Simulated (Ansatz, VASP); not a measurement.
**BAs: VASP beside Ansatz**

Contents of POSCAR:

```
BAs
1.0
    0.0000000000      2.3885000000      2.3885000000
    2.3885000000      0.0000000000      2.3885000000
    2.3885000000      2.3885000000      0.0000000000
As B
1 1
Direct
    0.7500000000      0.7500000000      0.7500000000
    0.0000000000      0.0000000000      0.0000000000
```

INCAR.step1

```
SYSTEM = BAs
PREC     = Accurate       ! precision mode
ENCUT    = 520            ! plane-wave cutoff, eV
EDIFF    = 1E-5           ! SCF threshold, eV
ISMEAR   = -1             ! smearing method
SIGMA    = 0.05           ! smearing width, eV
LREAL    = .False.        ! projectors in reciprocal space
LASPH    = .True.         ! aspherical terms in the spheres
NELM     = 60             ! most SCF steps
ALGO     = Normal         ! electronic algorithm
ISIF     = 2              ! what is computed and relaxed
LWAVE    = .True.         ! write WAVECAR
LCHARG   = .False.        ! write CHGCAR
NBANDS   = 11             ! bands
GGA      = PE             ! functional
```

Contents of INCAR.step2:

```
SYSTEM = BAs
PREC     = Accurate       ! precision mode
ENCUT    = 520            ! plane-wave cutoff, eV
EDIFF    = 1E-6           ! SCF threshold, eV
ISMEAR   = -1             ! smearing method
SIGMA    = 0.05           ! smearing width, eV
LREAL    = .False.        ! projectors in reciprocal space
LASPH    = .True.         ! aspherical terms in the spheres
NELM     = 60             ! most SCF steps
ALGO     = Normal         ! electronic algorithm
ISIF     = 2              ! what is computed and relaxed
LWAVE    = .False.        ! write WAVECAR
LCHARG   = .False.        ! write CHGCAR
GGA      = B5             ! functional
LHFCALC  = .True.         ! exact exchange
AEXX     = 0.2            ! exact-exchange fraction
AGGAX    = 0.72         
AGGAC    = 0.81         
ALDAC    = 0.19         
PRECFOCK = Normal       
NBANDS   = 11             ! bands
ISTART   = 1
```

Contents of KPOINTS:

```
regular mesh
0
Gamma
  6 6 6
  0 0 0
```

File input.yaml:

```yaml
crystal:
  lattice:
    - [0.0, 2.3885, 2.3885]
    - [2.3885, 0.0, 2.3885]
    - [2.3885, 2.3885, 0.0]
  atoms:
    - { symbol: As, position: [0.75, 0.75, 0.75] }
    - { symbol: B, position: [0.0, 0.0, 0.0] }
hamiltonian:
  xc: b3lyp5
  pseudopotentials: { kind: paw }
kpoints:
  mp_grid: { grid: [6, 6, 6] }
  band_path:
    path:
      - [[0.0, 0.0, 0.0], [0.5, 0.0, 0.5], [0.5, 0.25, 0.75], [0.375, 0.375, 0.75], [0.0, 0.0, 0.0], [0.5, 0.5, 0.5], [0.625, 0.25, 0.625], [0.5, 0.25, 0.75], [0.5, 0.5, 0.5], [0.375, 0.375, 0.75]]
      - [[0.625, 0.25, 0.625], [0.5, 0.0, 0.5]]
    npoints: 4
scf:
  occupations: { method: fermi_dirac, width: 0.05 }
  n_extra_bands: 6
output:
  forces: true
  stress: true
  eigenvalues: true
  fatbands: false
```

Alike in both runs: functional B3LYP5; k mesh 6 × 6 × 6; occupations fermi-dirac, width 0.05 eV; no spin polarisation.

```csv
,VASP,Ansatz
version,VASP 6.6.1,Ansatz 0.2.0
potentials or method,"VASP PAW PBE potentials, release 64 (As, B)",Ansatz PAW
plane-wave cutoff (eV),520,420
valence electrons in the cell,8,18
task,single point,band structure
```

Ansatz gave:

| Quantity | Value |
| --- | --- |
| gap on the k mesh at the Fermi level (eV) | 2.57 |
| least direct gap on the mesh (eV) | 4.59 |
| pressure (GPa) | 4.2 |

Which values does VASP return?

gap on the k mesh at the Fermi level (eV): 2.59; least direct gap on the mesh (eV): 4.61; pressure (GPa): 4.5.

VASP's potentials were made for PBE, not for B3LYP5. VASP's potentials hold 8 valence electrons a cell and Ansatz's 18, so a difference there can come from the potentials and not from the codes.

Noted on Ansatz's run: the k mesh misses the band edges, so the gap on the mesh is wider than the one along the path.
